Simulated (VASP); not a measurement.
# BN (CsCl type) (Pm-3m) in VASP: a series of runs

The runs below take BN (CsCl type) through relaxation of cell and atoms, single point, with PBE.

All numbers are computed with VASP 6.6.1; they aren't measurements. Logs are shortened: lines on timing, memory, paths and dates and some standing lists are left out, and cuts for length are marked.

## (1) The cell of the first run

Symmetry: Pm-3m, No. 221, cubic system. The conventional cell has a = 1.997 Å, b = 1.997 Å, c = 1.997 Å, α = 90.00°, β = 90.00°, γ = 90.00°. Within 2.3 Å of B (site symmetry m-3m) lie 8 N at 1.73 Å and 6 B at 2.00 Å. N (site symmetry m-3m) has 8 B at 1.73 Å and 6 N at 2.00 Å within 2.3 Å.

## (2) Relaxation of cell and atoms, PBE, target pressure 270 GPa, at which the enthalpy is minimised

INCAR reads:

```
SYSTEM = BN
PREC = Accurate ; ENCUT = 600
EDIFF = 1E-6 ; ISMEAR = -1
SIGMA = 0.05 ; LREAL = .FALSE.
LASPH = .TRUE. ; NELM = 60
ALGO = Normal ; ISIF = 3
LWAVE = .FALSE. ; LCHARG = .FALSE.
GGA = PE ; IBRION = 2
NSW = 32 ; EDIFFG = -0.005
PSTRESS = 2700.0
```

KPOINTS reads:

```
Automatic mesh
0
G
  16 16 16
  0 0 0
```

POSCAR reads:

```
BN
1.0
    1.9972470186      0.0000000000      0.0000000000
    0.0000000000      1.9972470186      0.0000000000
    0.0000000000      0.0000000000      1.9972470186
B N
1 1
Direct
    0.0000000000      0.0000000000      0.0000000000
    0.5000000000      0.5000000000      0.5000000000
```

Potentials or basis: VASP PAW PBE potentials, release 64 (B, N).

Command:

```console
$ cat potpaw_PBE.64/B/POTCAR potpaw_PBE.64/N/POTCAR > POTCAR
$ mpirun -np 1 vasp_std > vasp.out
```

OUTCAR:

```text
SYSTEM = BN
   PREC = Accurate
   ENCUT = 600
   EDIFF = 1E-6
   ISMEAR = -1
   LREAL = .FALSE.
   LASPH = .TRUE.
   NELM = 60
   ISIF = 3
   GGA = PE
   IBRION = 2
   NSW = 32
   EDIFFG = -0.005
   PSTRESS = 2700.0

 ion  position               nearest neighbor table
   1  0.000  0.000  0.000-   2 1.73   2 1.73   2 1.73   2 1.73   2 1.73   2 1.73   2 1.73   2 1.73

   2  0.500  0.500  0.500-   1 1.73   1 1.73   1 1.73   1 1.73   1 1.73   1 1.73   1 1.73   1 1.73

  LATTYP: Found a simple cubic cell.
 ALAT       =     1.9972470186

  Lattice vectors:

 A1 = (   1.9972470186,   0.0000000000,   0.0000000000)
 A2 = (   0.0000000000,   1.9972470186,   0.0000000000)
 A3 = (   0.0000000000,   0.0000000000,   1.9972470186)

Analysis of symmetry for initial positions (statically):
=====================================================================
 Subroutine PRICEL returns:
 Original cell was already a primitive cell.

 Routine SETGRP: Setting up the symmetry group for a
 simple cubic supercell.

 Subroutine GETGRP returns: Found 48 space group operations
 (whereof 48 operations were pure point group operations)
 out of a pool of 48 trial point group operations.

The static configuration has the point symmetry O_h .

Analysis of symmetry for dynamics (positions and initial velocities):
=====================================================================
 Subroutine PRICEL returns:
 Original cell was already a primitive cell.

 Routine SETGRP: Setting up the symmetry group for a
 simple cubic supercell.

 Subroutine GETGRP returns: Found 48 space group operations
 (whereof 48 operations were pure point group operations)
 out of a pool of 48 trial point group operations.

The dynamic configuration has the point symmetry O_h .

 Subroutine INISYM returns: Found 48 space group operations
 (whereof 48 operations are pure point group operations),
 and found     1 'primitive' translations

----------------------------------------------------------------------------------------

                                     Primitive cell

  volume of cell :       7.9670

  direct lattice vectors                    reciprocal lattice vectors
     1.997247019  0.000000000  0.000000000     0.500689194  0.000000000  0.000000000
[... 84 lines left out ...]
   ENCUT  =  600.0 eV  44.10 Ry    6.64 a.u.   3.99  3.99  3.99*2*pi/ulx,y,z
   NELM   =     60;   NELMIN=  2; NELMDL= -5     # of ELM steps
   EDIFF  = 0.1E-05   stopping-criterion for ELM
   LREAL  =      F    real-space projection
   EDIFFG = -.5E-02   stopping-criterion for IOM
   NSW    =     32    number of steps for IOM
   IBRION =      2    ionic relax: 0-MD 1-quasi-New 2-CG
   NFREE  =      1    steps in history (QN), initial steepest desc. (CG)
   ISIF   =      3    stress and relaxation
   ISYM   =      2    0-nonsym 1-usesym 2-fastsym
   POTIM  = 0.5000    time-step for ionic-motion
   TEBEG  =    0.0;   TEEND  =   0.0 temperature during run
   PSTRESS= 2700.0 pullay stress
   NELECT =       8.0000    total number of electrons
   NUPDOWN=      -1.0000    fix difference up-down
   EMIN   =  10.00;   EMAX   =-10.00  energy-range for DOS
   EFERMI =   0.00;   METHOD = LEGACY
   ISMEAR =    -1;   SIGMA  =   0.05  broadening in eV -4-tet -1-fermi 0-gaus
   EFERMI_NEDOS =   21; number of points for ismear=-14 and -15
   IALGO  =     38    algorithm
   IMIX   =      4    mixing-type and parameters
     AMIX     =   0.40;   BMIX     =  1.00
     AMIX_MAG =   1.60;   BMIX_MAG =  1.00
  volume/ion in A,a.u.               =       3.98        26.88
  Fermi-wavevector in a.u.,A,eV,Ry     =   1.639355  3.097932 36.565457  2.687485
  Thomas-Fermi vector in A             =   2.730175
   LORBIT       =      0    0 simple, 1 ext, 2 COOP (PROOUT), +10 PAW based schemes
   GGA     = PE    functional components
   LHFCALC =     F    Hartree Fock is set to
   AEXX    =    0.0000 exact exchange contribution
   IVDW    =     0    specifies the selected vdW correction
   LEPSILON=     F    determine dielectric tensor
   LRPA    =     F    only Hartree local field effects (RPA)
 conjugate gradient relaxation of ions
 non-spin polarized calculation
  energy-cutoff  :      600.00
  volume of cell :        7.97
 maximum number of plane-waves:       285
 NGX is ok and might be reduce to    16
   NGX =  7   NGY =  7   NGZ =  7

 number of electron       8.0000002 magnetization

 Free energy of the ion-electron system (eV)
  ---------------------------------------------------
  ext. energy  EPLUGINS =         0.00000000
  ---------------------------------------------------
  free energy    TOTEN  =        -7.37910765 eV

  energy without entropy =       -7.37562692  energy(sigma->0) =       -7.37736729

 E-fermi :  16.2028     XC(G=0): -15.4602

 val. band max:       16.1758731361   @ k =   0.3750   0.0625   0.0000
 cond. band min:      16.2706049049   @ k =   0.3750   0.3750   0.1875
 fundamental gap:      0.0947317688
 Fermi energy:        16.2027974456

 k-point     1 :       0.0000    0.0000    0.0000
  band No.  band energies     occupation
      1     -11.9131      2.00000
      2      12.8381      2.00000
      3      12.8381      2.00000
      4      12.8381      2.00000
      5      25.0201      0.00000
      6      28.7949      0.00000
      7      28.7949      0.00000
      8      32.9662      0.00000
[... 243 lines left out ...]
 k-point    24 :       0.5000    0.1250    0.0000
  band No.  band energies     occupation
      1      -5.9453      2.00000
      2      -1.5292      2.00000
      3      14.5768      2.00000
      4      17.3051      0.00000
      5      22.3995      0.00000
      6      25.8409      0.00000
      7      26.2781      0.00000
      8      29.8379      0.00000

 [... further k-points ...]
[... 5 lines left out ...]
  --------------------------------------------------------------------------------------
  -------------------------------------------------------------------------------------
  Total       13.4298236     13.4298236     13.4298236      0.0000000      0.0000000     -0.0000000
  in kB     2700.7572219   2700.7572219   2700.7572219      0.0000000      0.0000000     -0.0000000
  external PRESSURE =       0.7572219 kB  Pullay stress =    2700.0000000 kB

 VOLUME and BASIS-vectors are now :
 -----------------------------------------------------------------------------
  energy-cutoff  :      600.00
  volume of cell :        7.97
      direct lattice vectors                 reciprocal lattice vectors
     1.997247019  0.000000000  0.000000000     0.500689194  0.000000000  0.000000000
     0.000000000  1.997247019  0.000000000     0.000000000  0.500689194  0.000000000
     0.000000000  0.000000000  1.997247019     0.000000000  0.000000000  0.500689194

 POSITION                                       TOTAL-FORCE (eV/Angst)
 -----------------------------------------------------------------------------------
      0.00000      0.00000      0.00000         0.000000      0.000000      0.000000
      0.99862      0.99862      0.99862         0.000000      0.000000      0.000000
 -----------------------------------------------------------------------------------
    total drift:                                0.000000      0.000000      0.000000

  FREE ENERGIE OF THE ION-ELECTRON SYSTEM (eV)
  ---------------------------------------------------
  free  energy   TOTEN  =        -7.3791076520 eV

  energy  without entropy=       -7.3756269190  energy(sigma->0) =       -7.37736729

  enthalpy is  TOTEN    =         6.0469505763 eV   P V=       13.4260582283

 reached required accuracy - stopping structural energy minimisation
```

OSZICAR:

```text
N       E                     dE             d eps       ncg     rms          rms(c)
DAV:   1     0.206364856127E+02    0.20636E+02   -0.59822E+03  2752   0.117E+03
DAV:   2    -0.764341782454E+01   -0.28280E+02   -0.27115E+02  3544   0.203E+02
DAV:   3    -0.786030463849E+01   -0.21689E+00   -0.21668E+00  2832   0.191E+01
DAV:   4    -0.786046154139E+01   -0.15690E-03   -0.15690E-03  3104   0.476E-01
DAV:   5    -0.786046171025E+01   -0.16887E-06   -0.17136E-06  2776   0.118E-02    0.626E+00
DAV:   6    -0.738766753098E+01    0.47279E+00   -0.27142E+00  2872   0.120E+01    0.275E+00
DAV:   7    -0.738055534170E+01    0.71122E-02   -0.43070E-02  2664   0.233E+00    0.180E+00
DAV:   8    -0.737930860024E+01    0.12467E-02   -0.46759E-03  2896   0.854E-01    0.157E-01
DAV:   9    -0.737910427046E+01    0.20433E-03   -0.77870E-04  2760   0.211E-01    0.251E-02
DAV:  10    -0.737910744179E+01   -0.31713E-05   -0.13905E-05  2960   0.438E-02    0.821E-03
DAV:  11    -0.737910765199E+01   -0.21020E-06   -0.92400E-07  1352   0.887E-03
   1 F= 0.60469506E+01 E0= 0.60486909E+01  d E =0.604695E+01
```

It took 4 s on 1 thread of Intel Xeon Platinum 8488C (Sapphire Rapids), shared host; peak memory 0.12 GiB.

What came out:

```yaml
Free_energy: -7.3791 eV
Pressure_after_relaxing: 270.1 GPa
Band_gap_on_the_k_mesh: zero (band 4 reaches 17.75 eV, above the bottom of band 5 at 12.64 eV)
```

Final structure:
```xyz
2
Lattice="1.9972 0.0000 0.0000 0.0000 1.9972 0.0000 0.0000 0.0000 1.9972" Properties=species:S:1:pos:R:3 pbc="T T T"
B     0.0000    0.0000    0.0000
N     0.9986    0.9986    0.9986
```

Levels at points of the mesh, in eV from the Fermi level:
| k point | band 2 | band 3 | band 4 | band 5 | band 6 | band 7 |
| --- | --- | --- | --- | --- | --- | --- |
| (0.00, 0.00, 0.00) | -3.36 | -3.36 | -3.36 | 8.82 | 12.59 | 12.59 |
| (0.50, 0.00, 0.00) | -18.10 | 0.85 | 0.85 | 9.03 | 9.23 | 9.23 |
| (0.50, 0.50, 0.00) | -14.63 | -14.63 | -3.83 | 2.78 | 12.60 | 12.60 |
| (0.50, 0.50, 0.50) | -8.09 | -8.09 | -8.09 | -3.43 | -3.43 | -3.43 |

Caveat: the relaxation stopped at its first step, so nothing moved; the cell is relaxed towards a set pressure, so the enthalpy falls and the energy may rise.

## (3) Single point, PBE

INCAR reads:

```
  PREC = Accurate
  ENCUT = 520
  EDIFF = 1E-7
  ISMEAR = -1
  SIGMA = 0.05
  LREAL = False
  LASPH = True
  NELM = 60
  ALGO = Normal
  ISIF = 2
  LWAVE = False
  LCHARG = True
  GGA = PE
  LELF = True
  LVHAR = True
  NBANDS = 11
```

KPOINTS reads:

```
regular mesh
0
Gamma
  16 16 16
```

POSCAR is that of step 2.

Potentials or basis: VASP PAW PBE potentials, release 64 (B, N).

Command:

```console
$ cat potpaw_PBE.64/B/POTCAR potpaw_PBE.64/N/POTCAR > POTCAR
$ mpirun -np 1 vasp_std > vasp.out
```

It took 4.6 s on 1 thread of Intel Xeon Platinum 8375C at 2.90GHz (Ice Lake), shared host; peak memory 0.12 GiB.

Results (log left out):

```yaml
Free_energy: -7.3738 eV
Pressure: 270.3 GPa
Band_gap_on_the_k_mesh: zero (band 4 reaches 17.75 eV, above the bottom of band 5 at 12.64 eV)
```

Levels at points of the mesh, in eV from the Fermi level:
```
           k point  band 2  band 3  band 4  band 5  band 6  band 7
(0.00, 0.00, 0.00)   -3.36   -3.36   -3.36    8.82   12.59   12.59
(0.50, 0.00, 0.00)  -18.10    0.85    0.85    9.03    9.23    9.23
(0.50, 0.50, 0.00)  -14.63  -14.63   -3.83    2.78   12.60   12.60
(0.50, 0.50, 0.50)   -8.09   -8.09   -8.09   -3.43   -3.43   -3.43
```

## (4) Single point, PBE

INCAR reads:

```
SYSTEM = BN
PREC = Accurate
ENCUT = 520
EDIFF = 1E-7
ISMEAR = -1
SIGMA = 0.05
LREAL = .False.
LASPH = .True.
NELM = 80
ALGO = Normal
ISIF = 2
LWAVE = .False.
LCHARG = .False.
GGA = PE
NBANDS = 11
```

KPOINTS reads:

```
Automatic mesh
0
Gamma
  16 16 16
  0 0 0
```

POSCAR is that of step 3.

Command:

```console
$ cat potpaw_PBE.64/B/POTCAR potpaw_PBE.64/N/POTCAR > POTCAR
$ mpirun -np 1 vasp_std > vasp.out
```

It took 4.5 s on 1 thread of Intel Xeon Platinum 8375C at 2.90GHz (Ice Lake), shared host; peak memory 0.12 GiB.

It converged, with:

| Quantity | Value |
| --- | --- |
| Free energy | -7.3738 eV |
| Pressure | 270.3 GPa |
| Band gap on the k mesh | zero (band 4 reaches 17.75 eV, above the bottom of band 5 at 12.64 eV) |

Levels at points of the mesh, in eV from the Fermi level:
```csv
k point,band 1,band 2,band 3,band 4,band 5,band 6,band 7,band 8,band 9
"(0.00, 0.00, 0.00)",-28.12,-3.36,-3.36,-3.36,8.82,12.59,12.59,16.76,16.76
"(0.50, 0.00, 0.00)",-22.63,-18.10,0.85,0.85,9.03,9.23,9.23,13.34,21.95
"(0.50, 0.50, 0.00)",-15.39,-14.63,-14.63,-3.83,2.78,12.60,12.60,12.96,26.93
"(0.50, 0.50, 0.50)",-9.89,-8.09,-8.09,-8.09,-3.43,-3.43,-3.43,8.53,39.11
```

## (5) Relaxation of cell and atoms, PBE, target pressure 270 GPa, at which the enthalpy is minimised

This run uses another cell than the first one, of 3.63 Å³/atom, 0.912 times its volume.

INCAR reads:

```
PREC     = Accurate       # precision mode
ENCUT    = 600            # plane-wave cutoff, eV
EDIFF    = 1E-7           # SCF threshold, eV
ISMEAR   = -1             # smearing method
SIGMA    = 0.05           # smearing width, eV
LREAL    = False          # projectors in reciprocal space
LASPH    = True           # aspherical terms in the spheres
NELM     = 100            # most SCF steps
ALGO     = Normal         # electronic algorithm
ISIF     = 3              # what is computed and relaxed
LWAVE    = False          # write WAVECAR
LCHARG   = False          # write CHGCAR
GGA      = PE             # functional
IBRION   = 2              # ionic algorithm
NSW      = 60             # ionic steps
EDIFFG   = -0.005         # ionic threshold
PSTRESS  = 2700.0
```

KPOINTS reads:

```
regular mesh
0
Gamma
  16 16 16
```

POSCAR reads:

```
BN
1.0
    1.9365141320      0.0000000000      0.0000000000
    0.0000000000      1.9365141320      0.0000000000
    0.0000000000      0.0000000000      1.9365141320
B N
1 1
Direct
    0.0000000000      0.0000000000      0.0000000000
    0.5000000000      0.5000000000      0.5000000000
```

Potentials or basis: VASP PAW PBE potentials, release 64 (B, N).

Command:

```console
$ cat potpaw_PBE.64/B/POTCAR potpaw_PBE.64/N/POTCAR > POTCAR
$ mpirun -np 1 vasp_std > vasp.out
```

OUTCAR:

```text
PREC = Accurate
   ENCUT = 600
   EDIFF = 1E-7
   ISMEAR = -1
   LREAL = False
   LASPH = True
   NELM = 100
   ISIF = 3
   GGA = PE
   IBRION = 2
   NSW = 60
   EDIFFG = -0.005
   PSTRESS = 2700.0

 ion  position               nearest neighbor table
   1  0.000  0.000  0.000-   2 1.68   2 1.68   2 1.68   2 1.68   2 1.68   2 1.68   2 1.68   2 1.68

   2  0.500  0.500  0.500-   1 1.68   1 1.68   1 1.68   1 1.68   1 1.68   1 1.68   1 1.68   1 1.68

  LATTYP: Found a simple cubic cell.
 ALAT       =     1.9365141320

  Lattice vectors:

 A1 = (   1.9365141320,   0.0000000000,   0.0000000000)
 A2 = (   0.0000000000,   1.9365141320,   0.0000000000)
 A3 = (   0.0000000000,   0.0000000000,   1.9365141320)

Analysis of symmetry for initial positions (statically):
=====================================================================
 Subroutine PRICEL returns:
 Original cell was already a primitive cell.

 Routine SETGRP: Setting up the symmetry group for a
 simple cubic supercell.

 Subroutine GETGRP returns: Found 48 space group operations
 (whereof 48 operations were pure point group operations)
 out of a pool of 48 trial point group operations.

[... 172 lines left out ...]
  in kB     3886.2582865   3886.2582865   3886.2582865     -0.0000000     -0.0000000      0.0000000
  external PRESSURE =    1186.2582865 kB  Pullay stress =    2700.0000000 kB
[... 97 lines left out ...]
  energy  without entropy=       -7.5201491653  energy(sigma->0) =       -7.52190476

  enthalpy is  TOTEN    =         6.0538626450 eV   P V=       13.5775230069

[... ionic steps 4 to 13 ...]

--------------------------------------- Ionic step       14  -------------------------------------------

 number of electron       8.0000002 magnetization

------------------------ aborting loop because EDIFF is reached ----------------------------------------
[... 71 lines left out ...]
--------------------------------------- Ionic step       16  -------------------------------------------

 number of electron       8.0000002 magnetization

 Free energy of the ion-electron system (eV)
  ---------------------------------------------------
  ext. energy  EPLUGINS =         0.00000000
  ---------------------------------------------------
  free energy    TOTEN  =        -7.37921399 eV

  energy without entropy =       -7.37573397  energy(sigma->0) =       -7.37747398

 E-fermi :  16.1979     XC(G=0): -15.4586

 val. band max:       16.1709962473   @ k =   0.3750   0.0625   0.0000
 cond. band min:      16.2658916447   @ k =   0.3750   0.3750   0.1875
 fundamental gap:      0.0948953975
 Fermi energy:        16.1979021237

 k-point     1 :       0.0000    0.0000    0.0000
  band No.  band energies     occupation
      1     -11.9131      2.00000
      2      12.8340      2.00000
      3      12.8340      2.00000
      4      12.8340      2.00000
      5      25.0094      0.00000
      6      28.7899      0.00000
      7      28.7899      0.00000
      8      32.9568      0.00000
[... 243 lines left out ...]
 k-point    24 :       0.5000    0.1250    0.0000
  band No.  band energies     occupation
      1      -5.9461      2.00000
      2      -1.5298      2.00000
      3      14.5721      2.00000
      4      17.2996      0.00000
      5      22.3938      0.00000
      6      25.8344      0.00000
      7      26.2697      0.00000
      8      29.8288      0.00000

 [... further k-points ...]
[... 5 lines left out ...]
  --------------------------------------------------------------------------------------
  -------------------------------------------------------------------------------------
  Total       13.4245755     13.4245755     13.4245755      0.0000000     -0.0000000     -0.0000000
  in kB     2698.9736972   2698.9736972   2698.9736972      0.0000000     -0.0000000     -0.0000000
  external PRESSURE =      -1.0263028 kB  Pullay stress =    2700.0000000 kB
[... 21 lines left out ...]
  energy  without entropy=       -7.3757339737  energy(sigma->0) =       -7.37747398

  enthalpy is  TOTEN    =         6.0504663385 eV   P V=       13.4296803334

 reached required accuracy - stopping structural energy minimisation
```

Run time: 28 s. Hardware: 1 thread of Intel Xeon Platinum 8375C at 2.90GHz (Ice Lake), shared host; peak memory 0.12 GiB.

Results:

* Free energy: -7.3792 eV
* Relaxed volume: 3.98 Å³/atom
* Relaxed cell: a = 1.997 Å, b = 1.997 Å, c = 1.997 Å, α = 90.00°, β = 90.00°, γ = 90.00°
* Space group after relaxing (to 0.05 Å): Pm-3m (No. 221)
* Energy change on relaxing (the enthalpy is what falls): -719.1 meV/atom
* Ionic steps: 16
* Pressure after relaxing: 269.9 GPa
* Band gap on the k mesh: zero (band 4 reaches 17.74 eV, above the bottom of band 5 at 12.63 eV)

Step by step:
```csv
step,energy change (eV),largest force (eV/Å),pressure (GPa),volume (Å³)
1,0.0000,0.0000,388.63,7.26
2,-3.7308,0.0000,61.52,10.47
3,-1.5827,0.0000,257.81,8.06
4,-1.4447,0.0000,269.36,7.97
5,-1.4200,0.0000,271.43,7.96
6,-1.4207,0.0000,271.36,7.96
7,-1.4231,0.0000,271.17,7.96
8,-1.4231,0.0000,271.17,7.96
9,-1.4231,0.0000,271.16,7.96
10,-1.4233,0.0000,271.15,7.96
11,-1.4235,0.0000,271.13,7.96
12,-1.4240,0.0000,271.09,7.96
13,-1.4249,0.0000,271.02,7.96
14,-1.4268,0.0000,270.86,7.96
15,-1.4306,0.0000,270.54,7.96
16,-1.4382,0.0000,269.90,7.97
```

Final structure:
```
CELL_PARAMETERS angstrom
1.99743 0.00000 0.00000
0.00000 1.99743 0.00000
0.00000 0.00000 1.99743
ATOMIC_POSITIONS crystal
B 0.00000 0.00000 0.00000
N 0.50000 0.50000 0.50000
```

Caveat: the cell is relaxed towards a set pressure, so the enthalpy falls and the energy may rise.

## (6) Overview

| task | cell | cutoff (eV) | gap on the mesh (eV) | pressure (GPa) |
| --- | --- | --- | --- | --- |
| relaxation of cell and atoms | relaxed to 270 GPa from a = 1.997 Å, 2 atoms | 600 | none | 270.1 |
| single point | a = 1.997 Å, 2 atoms | 520 | none | 270.3 |
| relaxation of cell and atoms | relaxed to 270 GPa from a = 1.937 Å, 2 atoms | 600 | none | 269.9 |

Alike in all rows: level PBE; potentials or basis VASP PAW PBE potentials, release 64 (B, N); no spin polarisation; k mesh 16 × 16 × 16; smearing fermi-dirac 0.05 eV.

Caveats: the cell is relaxed towards a set pressure, so the enthalpy falls and the energy may rise (some runs); the relaxation stopped at its first step, so nothing moved (some runs).

Absolute energies hang on the potentials; compare differences alone.
